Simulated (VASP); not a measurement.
# K2S (Fm-3m) in VASP: vibrations by perturbation theory with LDA

Aim: the vibrations by perturbation theory of K2S with LDA.

Everything below comes from runs of VASP 6.6.1. Logs are shortened: lines on timing, memory, paths and dates and some standing lists are left out, and cuts for length are marked.

**1. The cell of the first run**

The structure is cubic, space group Fm-3m (No. 225). The conventional cell has a = 7.290 Å, b = 7.290 Å, c = 7.290 Å, α = 90.00°, β = 90.00°, γ = 90.00°. Within 4.2 Å of S (site symmetry m-3m) lie 8 K at 3.16 Å. K (site symmetry -43m) has 4 S at 3.16 Å and 6 K at 3.65 Å within 4.2 Å.

**2. Vibrations by perturbation theory, LDA**

Contents of INCAR:

```
SYSTEM = K2S
PREC = Accurate ; ENCUT = 500
EDIFF = 1E-8 ; ISMEAR = 0
SIGMA = 0.01 ; LREAL = .FALSE.
LASPH = .TRUE. ; NELM = 120
ALGO = Normal ; ISIF = 2
LWAVE = .FALSE. ; LCHARG = .TRUE.
GGA = CA ; NBANDS = 19
IBRION = 8 ; NSW = 1
LEPSILON = .TRUE. ; GGA_COMPAT = .FALSE.
```

Contents of KPOINTS:

```
regular mesh
0
G
  6 6 6
  0 0 0
```

Contents of POSCAR:

```
K2S
1.0
    0.0000000000      3.6451000000      3.6451000000
    3.6451000000      0.0000000000      3.6451000000
    3.6451000000      3.6451000000      0.0000000000
S K
1 2
Direct
    0.0000000000      0.0000000000      0.0000000000
    0.2500000000      0.2500000000      0.2500000000
    0.7500000000      0.7500000000      0.7500000000
```

Potentials or basis: VASP PAW LDA potentials, release 64 (S, K_sv).

The run is started by

```
cat potpaw_LDA.64/S/POTCAR potpaw_LDA.64/K_sv/POTCAR > POTCAR
mpirun -np 1 vasp_std > vasp.out
```

OUTCAR:

```text
SYSTEM = K2S
   PREC = Accurate
   ENCUT = 500
   EDIFF = 1E-8
   ISMEAR = 0
   LREAL = .FALSE.
   LASPH = .TRUE.
   NELM = 120
   ISIF = 2
   GGA = CA
   IBRION = 8
   NSW = 1
   LEPSILON = .TRUE.

 ion  position               nearest neighbor table
   1  0.000  0.000  0.000-   3 3.16   3 3.16   3 3.16   2 3.16   3 3.16   2 3.16   2 3.16   2 3.16

   2  0.250  0.250  0.250-   1 3.16   1 3.16   1 3.16   1 3.16   3 3.65   3 3.65   3 3.65   3 3.65
                             3 3.65   3 3.65
   3  0.750  0.750  0.750-   1 3.16   1 3.16   1 3.16   1 3.16   2 3.65   2 3.65   2 3.65   2 3.65
                             2 3.65   2 3.65

  LATTYP: Found a face centered cubic cell.
 ALAT       =     7.2902000000

  Lattice vectors:

 A1 = (   0.0000000000,   3.6451000000,   3.6451000000)
 A2 = (   3.6451000000,   0.0000000000,   3.6451000000)
 A3 = (   3.6451000000,   3.6451000000,   0.0000000000)

Analysis of symmetry for initial positions (statically):
=====================================================================
 Subroutine PRICEL returns:
 Original cell was already a primitive cell.

 Routine SETGRP: Setting up the symmetry group for a
 face centered cubic supercell.

 Subroutine GETGRP returns: Found 48 space group operations
 (whereof 48 operations were pure point group operations)
 out of a pool of 48 trial point group operations.

The static configuration has the point symmetry O_h .

Analysis of symmetry for dynamics (positions and initial velocities):
=====================================================================
 Subroutine PRICEL returns:
 Original cell was already a primitive cell.

 Routine SETGRP: Setting up the symmetry group for a
 face centered cubic supercell.

 Subroutine GETGRP returns: Found 48 space group operations
 (whereof 48 operations were pure point group operations)
 out of a pool of 48 trial point group operations.

The dynamic configuration has the point symmetry O_h .

 Subroutine INISYM returns: Found 48 space group operations
 (whereof 48 operations are pure point group operations),
 and found     1 'primitive' translations

----------------------------------------------------------------------------------------

                                     Primitive cell

  volume of cell :      96.8631

  direct lattice vectors                    reciprocal lattice vectors
     0.000000000  3.645100000  3.645100000    -0.137170448  0.137170448  0.137170448
     3.645100000  0.000000000  3.645100000     0.137170448 -0.137170448  0.137170448
     3.645100000  3.645100000  0.000000000     0.137170448  0.137170448 -0.137170448

  length of vectors
     5.154949856  5.154949856  5.154949856     0.237586185  0.237586185  0.237586185

  position of ions in fractional coordinates (direct lattice)
     0.000000000  0.000000000  0.000000000
     0.250000000  0.250000000  0.250000000
     0.750000000  0.750000000  0.750000000

  ion indices of the primitive-cell ions
   primitive index   ion index
                 1           1
                 2           2
                 3           3

----------------------------------------------------------------------------------------

 KPOINTS: regular mesh

Automatic generation of k-mesh.
 Grid dimensions read from file:
 generate k-points for:    6    6    6

 Generating k-lattice:

  Cartesian coordinates                     Fractional coordinates (reciprocal lattice)
    -0.022861741  0.022861741  0.022861741     0.166666667  0.000000000  0.000000000
     0.022861741 -0.022861741  0.022861741     0.000000000  0.166666667  0.000000000
     0.022861741  0.022861741 -0.022861741     0.000000000  0.000000000  0.166666667

  Length of vectors
     0.039597698  0.039597698  0.039597698

[... 469 lines left out ...]
    total drift:                               -0.000000     -0.000000      0.000000

  FREE ENERGIE OF THE ION-ELECTRON SYSTEM (eV)
  ---------------------------------------------------
  free  energy   TOTEN  =       -10.3980403588 eV

  energy  without entropy=      -10.3980403588  energy(sigma->0) =      -10.39804036

 HEAD OF MICROSCOPIC STATIC DIELECTRIC TENSOR (INDEPENDENT PARTICLE, excluding Hartree and local field effects)
 ------------------------------------------------------
           3.759362     0.000000    -0.000000
           0.000000     3.759362     0.000000
          -0.000000     0.000000     3.759362
 ------------------------------------------------------

 Free energy of the ion-electron system (eV)
  ---------------------------------------------------
  ---------------------------------------------------
  free energy    TOTEN  =        -0.66416234 eV

  energy without entropy =       -0.66416234

------------------------ aborting loop because EDIFF is reached ----------------------------------------

--------------------------------------- Ionic step        2  -------------------------------------------

------------------------ aborting loop because EDIFF is reached ----------------------------------------

--------------------------------------- Ionic step        3  -------------------------------------------

------------------------ aborting loop because EDIFF is reached ----------------------------------------

 PIEZOELECTRIC TENSOR FIELD DIRECTION 3  (e Angst)
 -----------------------------------------------------------------------------
     0.00130  0.00000  0.00000           ( -0.00000  0.00000  0.00000)
     0.00000  0.00130 -0.00000           (  0.00000 -0.00000  0.00000)
     0.00000  0.00000 -0.00146           (  0.00000  0.00000 -0.00001)

 PIEZOELECTRIC TENSOR FIELD DIRECTION 3  (C/m^2)
 -----------------------------------------------------------------------------
     0.00022  0.00000  0.00000
     0.00000  0.00022 -0.00000
     0.00000  0.00000 -0.00024

--------------------------------------- Ionic step        4  -------------------------------------------

------------------------ aborting loop because EDIFF is reached ----------------------------------------

[... ionic steps 5 to 6 ...]

--------------------------------------- Ionic step        7  -------------------------------------------

 Free energy of the ion-electron system (eV)
  ---------------------------------------------------
  ---------------------------------------------------
  free energy    TOTEN  =        -0.31303440 eV

  energy without entropy =       -0.31303440

------------------------ aborting loop because EDIFF is reached ----------------------------------------

 INTERNAL STRAIN TENSOR  FOR ION    2  DIRECTION 1   (eV/Angst):
 -----------------------------------------------------------------------------
     0.00179  0.00000  0.00000
     0.00000 -0.00158 -1.42329
     0.00000 -1.42329 -0.00158

 MACROSCOPIC STATIC DIELECTRIC TENSOR (including local field effects in DFT)
 ------------------------------------------------------
           3.231291    -0.000000    -0.000000
           0.000000     3.231291    -0.000000
           0.000000     0.000000     3.231291
 ------------------------------------------------------

 PIEZOELECTRIC TENSOR (including local field effects)  for field in x, y, z        (e  Angst)
          XX          YY          ZZ          XY          YZ          ZX
  --------------------------------------------------------------------------------
  x     0.00000     0.00000     0.00000     0.00000     0.00000     0.00000
  y     0.00000     0.00000     0.00000     0.00000     0.00000     0.00000
  z     0.00000     0.00000     0.00000     0.00000     0.00000     0.00000

 PIEZOELECTRIC TENSOR (including local field effects)  for field in x, y, z        (C/m^2)
          XX          YY          ZZ          XY          YZ          ZX
  --------------------------------------------------------------------------------
  x     0.00000     0.00000     0.00000     0.00000     0.00000     0.00000
  y     0.00000     0.00000     0.00000     0.00000     0.00000     0.00000
  z     0.00000     0.00000     0.00000     0.00000     0.00000     0.00000

 BORN EFFECTIVE CHARGES (including local field effects) (in |e|, cummulative output)
 ---------------------------------------------------------------------------------
 ion    1
    1    -1.91367     0.00000     0.00000
    2     0.00000    -1.91367     0.00000
    3     0.00000     0.00000    -1.91367
 ion    2
    1     0.95684     0.00000     0.00000
    2    -0.00000     0.95684    -0.00000
    3    -0.00000    -0.00000     0.95684
 ion    3
    1     0.95684     0.00000    -0.00000
    2     0.00000     0.95684     0.00000
    3    -0.00000    -0.00000     0.95684

 INTERNAL STRAIN TENSOR FOR ION    3 for displacements in x,y,z  (eV/Angst):
          X           Y           Z          XY          YZ          ZX
  --------------------------------------------------------------------------------
  x     0.00000     0.00000     0.00000     0.00000     1.42329     0.00000
  y     0.00000     0.00000     0.00000     0.00000     0.00000     1.42329
  z     0.00000     0.00000     0.00000     1.42329     0.00000     0.00000

 SECOND DERIVATIVES (NOT SYMMETRIZED)
 ------------------------------------
               1X          1Y          1Z          2X          2Y          2Z          3X          3Y          3Z
  1X    -2.371023    0.000000    0.000000    1.185511    0.000000    0.000000    1.185511    0.000000    0.000000
  1Y     0.000000   -2.371023    0.000000    0.000000    1.185511    0.000000    0.000000    1.185511    0.000000
  1Z     0.000000    0.000000   -2.371023    0.000000    0.000000    1.185511    0.000000    0.000000    1.185511
  2X     1.190836    0.000000    0.000000   -1.763541    0.000000    0.000000    0.572705    0.000000    0.000000
  2Y     0.000000    1.190836    0.000000    0.000000   -1.763541    0.000000    0.000000    0.572705    0.000000
  2Z     0.000000    0.000000    1.190836    0.000000    0.000000   -1.763541    0.000000    0.000000    0.572705
  3X     1.190836    0.000000    0.000000    0.572705    0.000000    0.000000   -1.763541    0.000000    0.000000
  3Y     0.000000    1.190836    0.000000    0.000000    0.572705    0.000000    0.000000   -1.763541    0.000000
  3Z     0.000000    0.000000    1.190836    0.000000    0.000000    0.572705    0.000000    0.000000   -1.763541

 Eigenvectors and eigenvalues of the dynamical matrix
 ----------------------------------------------------

   1 f  =    5.051270 THz    31.738063 2PiTHz  168.492217 cm-1    20.890363 meV
             X         Y         Z           dx          dy          dz
      0.000000  0.000000  0.000000     0.809621   -0.229722    0.000000
      1.822550  1.822550  1.822550    -0.367426    0.104253   -0.000000
      5.467650  5.467650  5.467650    -0.367426    0.104253    0.000000
[... 43 lines left out ...]
   9 f/i=    0.005145 THz     0.032329 2PiTHz    0.171628 cm-1     0.021279 meV
             X         Y         Z           dx          dy          dz
      0.000000  0.000000  0.000000    -0.523576    0.132703   -0.000000
      1.822550  1.822550  1.822550    -0.576848    0.146205   -0.000000
      5.467650  5.467650  5.467650    -0.576848    0.146205    0.000000

--------------------------------------------------------------------------------------------------------

 MACROSCOPIC STATIC DIELECTRIC TENSOR IONIC CONTRIBUTION
 ------------------------------------------------------
           2.881088     0.000000     0.000000
           0.000000     2.881088     0.000000
           0.000000     0.000000     2.881088
 ------------------------------------------------------

 ELASTIC MODULI CONTR FROM IONIC RELAXATION (kBar)
 Direction    XX          YY          ZZ          XY          YZ          ZX
 --------------------------------------------------------------------------------
 XX          -0.0000     -0.0000     -0.0000     -0.0000     -0.0000     -0.0000
 YY          -0.0000     -0.0000     -0.0000     -0.0000     -0.0000     -0.0000
 ZZ          -0.0000     -0.0000     -0.0000     -0.0000     -0.0000     -0.0000
 XY          -0.0000     -0.0000     -0.0000    -28.6848     -0.0000     -0.0000
 YZ          -0.0000     -0.0000     -0.0000     -0.0000    -28.6848     -0.0000
 ZX          -0.0000     -0.0000     -0.0000     -0.0000     -0.0000    -28.6848
 --------------------------------------------------------------------------------

 PIEZOELECTRIC TENSOR IONIC CONTR  for field in x, y, z        (C/m^2)
          XX          YY          ZZ          XY          YZ          ZX
  --------------------------------------------------------------------------------
  x     0.00000    -0.00000    -0.00000    -0.00000    -0.00000     0.00000
  y     0.00000     0.00000     0.00000     0.00000     0.00000    -0.00000
  z     0.00000     0.00000     0.00000     0.00000     0.00000     0.00000
```

Wall time 31 min (1 thread of AMD EPYC 7R43 (Zen 3), shared host); peak memory 0.42 GiB.

What came out:

| Property | Result |
| --- | --- |
| Electronic dielectric tensor (diagonal) | 3.23 |
| Born charges (mean of the diagonal) | S -1.91; K +0.96 e |
| Highest phonon frequency at Γ, LO-TO splitting left out | 168 cm⁻¹ |

Phonon frequencies in cm⁻¹ (negative: imaginary):
```
              q point                    frequencies
(0.000, 0.000, 0.000)  0 0 0 127 127 127 168 168 168
```

Electronic dielectric tensor:
```
3.23 0.00 0.00
0.00 3.23 0.00
0.00 0.00 3.23
```

Born effective charge tensors (e):
atom 1, S
```
-1.91  0.00  0.00
 0.00 -1.91  0.00
 0.00  0.00 -1.91
```
atom 2, K
```
0.96 0.00 0.00
0.00 0.96 0.00
0.00 0.00 0.96
```
atom 3, K
```
0.96 0.00 0.00
0.00 0.96 0.00
0.00 0.00 0.96
```
